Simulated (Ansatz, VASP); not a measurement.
**CuO: VASP beside Ansatz**

File INCAR:

```
PREC     = Accurate       # precision mode
ENCUT    = 700            # plane-wave cutoff, eV
EDIFF    = 1E-6           # SCF threshold, eV
ISMEAR   = -1             # smearing method
SIGMA    = 0.05           # smearing width, eV
LREAL    = False          # projectors in reciprocal space
LASPH    = True           # aspherical terms in the spheres
NELM     = 120            # most SCF steps
ALGO     = Normal         # electronic algorithm
ISIF     = 2              # what is computed and relaxed
LWAVE    = False          # write WAVECAR
LCHARG   = False          # write CHGCAR
GGA      = RP             # functional
NBANDS   = 33             # bands
GGA_COMPAT= False
```

File KPOINTS:

```
Automatic mesh
0
Gamma
  10 10 5
```

File POSCAR:

```
CuO
1.0
    2.3446500000     -1.7134000000      0.0000000000
    2.3446500000      1.7134000000      0.0000000000
   -0.8605543552      0.0000000000      5.0594363927
Cu O
2 2
Direct
    0.4968000000      0.0032000000      0.5000000000
    0.0032000000      0.4968000000      0.0000000000
    0.4056000000      0.5714000000      0.7537000000
    0.5714000000      0.4056000000      0.2537000000
```

input.yaml

```yaml
crystal:
  lattice:
    - [2.34465, -1.7134, 0.0]
    - [2.34465, 1.7134, 0.0]
    - [-0.8605543552, 0.0, 5.0594363927]
  atoms:
    - { symbol: Cu, position: [0.4968, 0.0032, 0.5] }
    - { symbol: Cu, position: [0.0032, 0.4968, 0.0] }
    - { symbol: O, position: [0.4056, 0.5714, 0.7537] }
    - { symbol: O, position: [0.5714, 0.4056, 0.2537] }
hamiltonian:
  xc: rpbe
  pseudopotentials: { kind: paw }
kpoints:
  mp_grid: { grid: [10, 10, 5] }
scf:
  occupations: { method: fermi_dirac, width: 0.05 }
output:
  forces: true
  stress: true
  eigenvalues: true
```

Alike in both runs: task single point; functional RPBE; k mesh 10 × 10 × 5; occupations fermi-dirac, width 0.05 eV; no spin polarisation.

|  | VASP | Ansatz |
| --- | --- | --- |
| version | VASP 6.6.1 | Ansatz 0.2.0 |
| potentials or method | VASP PAW PBE potentials, release 64 (Cu_sv_GW, O) | Ansatz PAW |
| plane-wave cutoff (eV) | 700 | 420 |
| valence electrons in the cell | 50 | 50 |

VASP gave:

| Quantity | Value |
| --- | --- |
| gap on the k mesh at the Fermi level (eV) | none |
| pressure (GPa) | 8.3 |
| traceless stress, the component that is largest in VASP (GPa) | -2.16 |
| rms of the force components (eV/Å) | 0.443 |

Task: Estimate Ansatz's values.

Result: gap on the k mesh at the Fermi level (eV): none; pressure (GPa): 11.3; traceless stress, the component that is largest in VASP (GPa): -2.21; rms of the force components (eV/Å): 0.440.

VASP's potentials were made for PBE, not for RPBE. Atom by atom the forces differ by 0.004 eV/Å (rms over components). A gap of «none» marks a metal or a gap that the smearing closes.
